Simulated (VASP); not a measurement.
# TaN (P-6m2) in VASP: a series of runs, part 2 of 3

VASP 6.6.1. The steps go on from the part before.

### Step 3. Single point, PBEsol

This run uses another cell than the first one, of 9.98 Å³/atom, 1.002 times its volume.

INCAR

```
  ALGO = Normal
  EDIFF = 1E-6
  ENCUT = 520
  GGA = PS
  ISIF = 2
  ISMEAR = 0
  LASPH = True
  LCHARG = True
  LELF = True
  LREAL = False
  LVHAR = True
  LWAVE = False
  NBANDS = 15
  NELM = 80
  PREC = Accurate
  SIGMA = 0.15
```

KPOINTS

```
k-points
0
Gamma
  18 18 16
```

POSCAR

```
TaN
1.0
    2.8875000000      0.0000000000      0.0000000000
   -1.4437500000      2.5006483534      0.0000000000
    0.0000000000      0.0000000000      2.7631000000
Ta N
1 1
Direct
    0.3333333333      0.6666666667      0.5000000000
    0.0000000000      0.0000000000      0.0000000000
```

Potentials or basis: VASP PAW PBE potentials, release 64 (Ta_pv, N).

Command:

```
> cat potpaw_PBE.64/Ta_pv/POTCAR potpaw_PBE.64/N/POTCAR > POTCAR
> mpirun -np 1 vasp_std > vasp.out
```

OUTCAR:

```text
EDIFF = 1E-6
   ENCUT = 520
   GGA = PS
   ISIF = 2
   ISMEAR = 0
   LASPH = True
   LREAL = False
   NELM = 80
   PREC = Accurate

 ion  position               nearest neighbor table
   1  0.333  0.667  0.500-   2 2.17   2 2.17   2 2.17   2 2.17   2 2.17   2 2.17
   2  0.000  0.000  0.000-   1 2.17   1 2.17   1 2.17   1 2.17   1 2.17   1 2.17

  LATTYP: Found a hexagonal cell.
 ALAT       =     2.8875000000
 C/A-ratio  =     0.9569177489

  Lattice vectors:

 A1 = (   2.8875000000,   0.0000000000,   0.0000000000)
 A2 = (  -1.4437500000,   2.5006483534,   0.0000000000)
 A3 = (   0.0000000000,   0.0000000000,   2.7631000000)

Analysis of symmetry for initial positions (statically):
=====================================================================
 Subroutine PRICEL returns:
 Original cell was already a primitive cell.

 Routine SETGRP: Setting up the symmetry group for a
 hexagonal supercell.

 Subroutine GETGRP returns: Found 12 space group operations
 (whereof 12 operations were pure point group operations)
 out of a pool of 24 trial point group operations.

The static configuration has the point symmetry D_3h.

Analysis of symmetry for dynamics (positions and initial velocities):
=====================================================================
 Subroutine PRICEL returns:
 Original cell was already a primitive cell.

 Routine SETGRP: Setting up the symmetry group for a
 hexagonal supercell.

 Subroutine GETGRP returns: Found 12 space group operations
 (whereof 12 operations were pure point group operations)
 out of a pool of 24 trial point group operations.

The dynamic configuration has the point symmetry D_3h.

 Subroutine INISYM returns: Found 12 space group operations
 (whereof 12 operations are pure point group operations),
 and found     1 'primitive' translations

----------------------------------------------------------------------------------------

                                     Primitive cell

  volume of cell :      19.9513

  direct lattice vectors                    reciprocal lattice vectors
     2.887500000  0.000000000  0.000000000     0.346320346  0.199948145  0.000000000
    -1.443750000  2.500648353  0.000000000     0.000000000  0.399896290  0.000000000
     0.000000000  0.000000000  2.763100000     0.000000000  0.000000000  0.361912345

  length of vectors
     2.887500000  2.887500000  2.763100000     0.399896290  0.399896290  0.361912345

  position of ions in fractional coordinates (direct lattice)
     0.333333333  0.666666667  0.500000000
     0.000000000  0.000000000  0.000000000

  ion indices of the primitive-cell ions
   primitive index   ion index
                 1           1
                 2           2

----------------------------------------------------------------------------------------

 KPOINTS: k-points

Automatic generation of k-mesh.
 Grid dimensions read from file:
 generate k-points for:   18   18   16

 Generating k-lattice:

  Cartesian coordinates                     Fractional coordinates (reciprocal lattice)
     0.019240019  0.011108230  0.000000000     0.055555556  0.000000000  0.000000000
     0.000000000  0.022216461  0.000000000     0.000000000  0.055555556  0.000000000
     0.000000000  0.000000000  0.022619522     0.000000000  0.000000000  0.062500000

  Length of vectors
     0.022216461  0.022216461  0.022619522

  Shift w.r.t. Gamma in fractional coordinates (k-lattice)
     0.000000000  0.000000000  0.000000000

 Subroutine IBZKPT returns following result:
 ===========================================

 Found    333 irreducible k-points:

 Following reciprocal coordinates:
            Coordinates               Weight
  0.000000  0.000000  0.000000      1.000000
  0.055556 -0.000000  0.000000      6.000000
  0.111111 -0.000000  0.000000      6.000000
  0.166667  0.000000  0.000000      6.000000
  0.222222  0.000000  0.000000      6.000000
  0.277778  0.000000  0.000000      6.000000
[... 16 lines left out ...]
  0.333333  0.111111  0.000000     12.000000
  0.388889  0.111111  0.000000     12.000000
 [... further k-points ...]
   k-points           NKPTS =    333   k-points in BZ     NKDIM =    333   number of bands    NBANDS=     15
   number of dos      NEDOS =    301   number of ions     NIONS =      2
   total plane-waves  NPLWV =  13824
   dimension x,y,z NGX =    24 NGY =   24 NGZ =   24
   dimension x,y,z NGXF=    48 NGYF=   48 NGZF=   48
   ions per type =               1   1
   NGX,Y,Z   is equivalent  to a cutoff of  13.82, 13.82, 14.44 a.u.
   NGXF,Y,Z  is equivalent  to a cutoff of  27.64, 27.64, 28.88 a.u.
 SYSTEM =  unknown system
   PREC   = accura    normal or accurate (medium, high low for compatibility)
   ISTART =      0    job   : 0-new  1-cont  2-samecut
   ICHARG =      2    charge: 1-file 2-atom 10-const
   ISPIN  =      1    spin polarized calculation?
   LNONCOLLINEAR =      F non collinear calculations
   LSORBIT =      F    spin-orbit coupling
   LASPH  =      T    aspherical Exc in radial PAW
   ENCUT  =  520.0 eV  38.22 Ry    6.18 a.u.   5.37  5.37  5.14*2*pi/ulx,y,z
   NELM   =     80;   NELMIN=  2; NELMDL= -5     # of ELM steps
   EDIFF  = 0.1E-05   stopping-criterion for ELM
   LREAL  =      F    real-space projection
   EDIFFG = 0.1E-04   stopping-criterion for IOM
   NSW    =      0    number of steps for IOM
   IBRION =     -1    ionic relax: 0-MD 1-quasi-New 2-CG
   NFREE  =      0    steps in history (QN), initial steepest desc. (CG)
   ISIF   =      2    stress and relaxation
   ISYM   =      2    0-nonsym 1-usesym 2-fastsym
   POTIM  = 0.5000    time-step for ionic-motion
   TEBEG  =    0.0;   TEEND  =   0.0 temperature during run
   PSTRESS=    0.0 pullay stress
   NELECT =      16.0000    total number of electrons
   NUPDOWN=      -1.0000    fix difference up-down
   EMIN   =  10.00;   EMAX   =-10.00  energy-range for DOS
   EFERMI =   0.00;   METHOD = LEGACY
   ISMEAR =     0;   SIGMA  =   0.15  broadening in eV -4-tet -1-fermi 0-gaus
   EFERMI_NEDOS =   21; number of points for ismear=-14 and -15
   IALGO  =     38    algorithm
   IMIX   =      4    mixing-type and parameters
     AMIX     =   0.40;   BMIX     =  1.00
     AMIX_MAG =   1.60;   BMIX_MAG =  1.00
  volume/ion in A,a.u.               =       9.98        67.32
  Fermi-wavevector in a.u.,A,eV,Ry     =   1.520983  2.874241 31.475581  2.313390
  Thomas-Fermi vector in A             =   2.629760
   LORBIT       =      0    0 simple, 1 ext, 2 COOP (PROOUT), +10 PAW based schemes
   GGA     = PS    functional components
   LHFCALC =     F    Hartree Fock is set to
   AEXX    =    0.0000 exact exchange contribution
   IVDW    =     0    specifies the selected vdW correction
   LEPSILON=     F    determine dielectric tensor
   LRPA    =     F    only Hartree local field effects (RPA)
 non-spin polarized calculation
 Gauss-broadening in eV      SIGMA  =   0.15
  energy-cutoff  :      520.00
  volume of cell :       19.95
 maximum number of plane-waves:       555
 NGX is ok and might be reduce to    24

 number of electron      16.0000000 magnetization

 Free energy of the ion-electron system (eV)
  ---------------------------------------------------
  ext. energy  EPLUGINS =         0.00000000
  ---------------------------------------------------
  free energy    TOTEN  =       -23.66704907 eV

  energy without entropy =      -23.66608069  energy(sigma->0) =      -23.66656488

 E-fermi :   8.9014     XC(G=0): -13.9264

 val. band max:        8.8438811578   @ k =   0.5000   0.0000   0.5000
 cond. band min:       8.9316172090   @ k =   0.0000   0.0000   0.3750
 fundamental gap:      0.0877360512
 Fermi energy:         8.9013650242

 k-point     1 :       0.0000    0.0000    0.0000
  band No.  band energies     occupation
      1     -25.5473      2.00000
      2     -25.3600      2.00000
      3     -25.3600      2.00000
      4      -9.4339      2.00000
      5       3.7974      2.00000
      6       3.7974      2.00000
      7       4.3666      2.00000
      8       6.0995      2.00000
      9      11.5101      0.00000
     10      13.0480      0.00000
     11      13.0481      0.00000
     12      13.4295      0.00000
     13      13.4295      0.00000
     14      22.4510      0.00000
     15      22.8361      0.00000
[... 397 lines left out ...]
 k-point    24 :       0.3889    0.1111    0.0000
  band No.  band energies     occupation
      1     -26.5696      2.00000
      2     -25.7367      2.00000
      3     -25.3699      2.00000
      4      -6.8314      2.00000
      5       0.3478      2.00000
      6       3.6417      2.00000
      7       4.3412      2.00000
      8       6.3852      2.00000
      9      11.6205      0.00000
     10      12.1589      0.00000
     11      13.9146      0.00000
     12      15.6577      0.00000
     13      18.3928      0.00000
     14      21.9645      0.00000
     15      22.6685      0.00000

 [... further k-points ...]
[... 5 lines left out ...]
  --------------------------------------------------------------------------------------
  -------------------------------------------------------------------------------------
  Total        2.6283188      2.6283188      5.4576730     -0.0000000      0.0000000      0.0000000
  in kB      211.0655776    211.0655775    438.2751787     -0.0000000      0.0000000      0.0000000
  external PRESSURE =     286.8021113 kB  Pullay stress =       0.0000000 kB

 VOLUME and BASIS-vectors are now :
 -----------------------------------------------------------------------------
  energy-cutoff  :      520.00
  volume of cell :       19.95
      direct lattice vectors                 reciprocal lattice vectors
     2.887500000  0.000000000  0.000000000     0.346320346  0.199948145  0.000000000
    -1.443750000  2.500648353  0.000000000     0.000000000  0.399896290  0.000000000
     0.000000000  0.000000000  2.763100000     0.000000000  0.000000000  0.361912345

 POSITION                                       TOTAL-FORCE (eV/Angst)
 -----------------------------------------------------------------------------------
     -0.00000      1.66710      1.38155         0.000000      0.000000      0.000000
      0.00000      0.00000      0.00000        -0.000000     -0.000000      0.000000
 -----------------------------------------------------------------------------------
    total drift:                                0.000000     -0.000000     -0.000000

  FREE ENERGIE OF THE ION-ELECTRON SYSTEM (eV)
  ---------------------------------------------------
  free  energy   TOTEN  =       -23.6670490728 eV

  energy  without entropy=      -23.6660806882  energy(sigma->0) =      -23.66656488
```

It took 28 s on 1 thread of Intel Xeon 6975P-C (Granite Rapids), shared host; peak memory 0.22 GiB.

What came out:

```
Free energy            : -23.6670 eV
Pressure               : 28.7 GPa
Band gap on the k mesh : zero (band 8 reaches 9.21 eV, above the bottom of band 9 at 8.82 eV)
```

Levels at points of the mesh, in eV from the Fermi level:
| k point | band 4 | band 5 | band 6 | band 7 | band 8 | band 9 | band 10 | band 11 | band 12 | band 13 |
| --- | --- | --- | --- | --- | --- | --- | --- | --- | --- | --- |
| (0.00, 0.00, 0.00) | -18.34 | -5.10 | -5.10 | -4.53 | -2.80 | 2.61 | 4.15 | 4.15 | 4.53 | 4.53 |
| (0.50, 0.00, 0.00) | -15.76 | -8.74 | -5.32 | -3.80 | -3.41 | 3.46 | 4.28 | 5.71 | 5.86 | 8.36 |
| (0.00, 0.00, 0.50) | -15.08 | -9.83 | -4.22 | -4.22 | -0.08 | -0.08 | 3.07 | 3.36 | 3.36 | 8.75 |
| (0.50, 0.00, 0.50) | -16.23 | -7.80 | -6.43 | -6.31 | -0.06 | 4.73 | 5.84 | 7.02 | 7.79 | 11.43 |

Caveat: the PAW data sets were made with another functional, which shifts forces and pressure a little; spin-orbit coupling is left out, which moves the levels of the heavy elements.

### Step 4. Single point, PBEsol

This run uses another cell than the first one, of the same volume but with other edges.

INCAR

```
PREC     = Accurate       # precision mode
ENCUT    = 520            # plane-wave cutoff, eV
EDIFF    = 1E-6           # SCF threshold, eV
ISMEAR   = 0              # smearing method
SIGMA    = 0.15           # smearing width, eV
LREAL    = F              # projectors in reciprocal space
LASPH    = T              # aspherical terms in the spheres
NELM     = 80             # most SCF steps
ALGO     = Normal         # electronic algorithm
ISIF     = 2              # what is computed and relaxed
LWAVE    = F              # write WAVECAR
LCHARG   = F              # write CHGCAR
GGA      = PS             # functional
NBANDS   = 15             # bands
```

KPOINTS

```
regular mesh
0
Gamma
  18 18 16
```

POSCAR

```
TaN
1.0
    2.8144000000      0.0000000000      0.0000000000
   -1.4072000000      2.4373418964      0.0000000000
    0.0000000000      0.0000000000      2.9066000000
Ta N
1 1
Direct
    0.3333333333      0.6666666667      0.5000000000
    0.0000000000      0.0000000000      0.0000000000
```

Command:

```
> cat potpaw_PBE.64/Ta_pv/POTCAR potpaw_PBE.64/N/POTCAR > POTCAR
> mpirun -np 1 vasp_std > vasp.out
```

Wall time 26 s (1 thread of Intel Xeon 6975P-C (Granite Rapids), shared host); peak memory 0.22 GiB.

Results (log left out):

| Property | Result |
| --- | --- |
| Free energy | -23.6285 eV |
| Pressure | 26.7 GPa |
| Band gap on the k mesh | zero (band 8 reaches 9.18 eV, above the bottom of band 9 at 8.72 eV) |

Stress tensor (GPa, compression positive):
```
37.91  0.00  0.00
 0.00 37.91  0.00
 0.00  0.00  4.26
```

Levels at points of the mesh, in eV from the Fermi level:
```
           k point  band 6  band 7  band 8  band 9  band 10  band 11
(0.00, 0.00, 0.00)   -4.41   -4.41   -3.22    3.37     3.72     3.72
(0.50, 0.00, 0.00)   -5.98   -3.85   -2.95    3.15     5.06     5.40
(0.00, 0.00, 0.50)   -3.48   -3.48   -0.13   -0.13     1.91     3.98
(0.50, 0.00, 0.50)   -6.50   -5.69   -0.30    4.76     6.32     6.41
```

Caveat: the PAW data sets were made with another functional, which shifts forces and pressure a little; spin-orbit coupling is left out, which moves the levels of the heavy elements.

### Step 5. Single point, PBEsol

This run uses another cell than the first one, of 10.10 Å³/atom, 1.015 times its volume.

INCAR

```
SYSTEM = TaN
PREC = Accurate
ENCUT = 520
EDIFF = 1E-7
ISMEAR = 0
SIGMA = 0.15
LREAL = .FALSE.
LASPH = .TRUE.
NELM = 60
ALGO = Normal
ISIF = 2
LWAVE = .FALSE.
LCHARG = .TRUE.
GGA = PS
LELF = .TRUE.
LVHAR = .TRUE.
NBANDS = 15
```

KPOINTS

```
regular mesh
0
G
  18 18 16
  0 0 0
```

POSCAR

```
TaN
1.0
    2.8509000000      0.0000000000      0.0000000000
   -1.4254500000      2.4689518237      0.0000000000
    0.0000000000      0.0000000000      2.8707423432
Ta N
1 1
Direct
    0.3333333333      0.6666666667      0.5000000000
    0.0000000000      0.0000000000      0.0000000000
```

Command:

```
> cat potpaw_PBE.64/Ta_pv/POTCAR potpaw_PBE.64/N/POTCAR > POTCAR
> mpirun -np 1 vasp_std > vasp.out
```

It took 29 s on 1 thread of Intel Xeon 6975P-C (Granite Rapids), shared host; peak memory 0.22 GiB.

Results (log left out):

```yaml
Free_energy: -23.7204 eV
Pressure: 21.0 GPa
Band_gap_on_the_k_mesh: zero (band 8 reaches 9.14 eV, above the bottom of band 9 at 8.62 eV)
```

Stress tensor (GPa, compression positive):
```
26.14  0.00  0.00
 0.00 26.14  0.00
 0.00  0.00 10.59
```

Levels at points of the mesh, in eV from the Fermi level:
```csv
k point,band 6,band 7,band 8,band 9,band 10,band 11
"(0.00, 0.00, 0.00)",-4.58,-4.55,-3.08,3.00,3.80,3.80
"(0.50, 0.00, 0.00)",-5.70,-3.75,-3.08,3.19,4.74,5.48
"(0.00, 0.00, 0.50)",-3.69,-3.69,-0.10,-0.10,2.29,3.74
"(0.50, 0.00, 0.50)",-6.42,-5.82,-0.24,4.68,6.11,6.48
```

Caveat: the PAW data sets were made with another functional, which shifts forces and pressure a little; spin-orbit coupling is left out, which moves the levels of the heavy elements.

(Continued in part 3 of 3.)
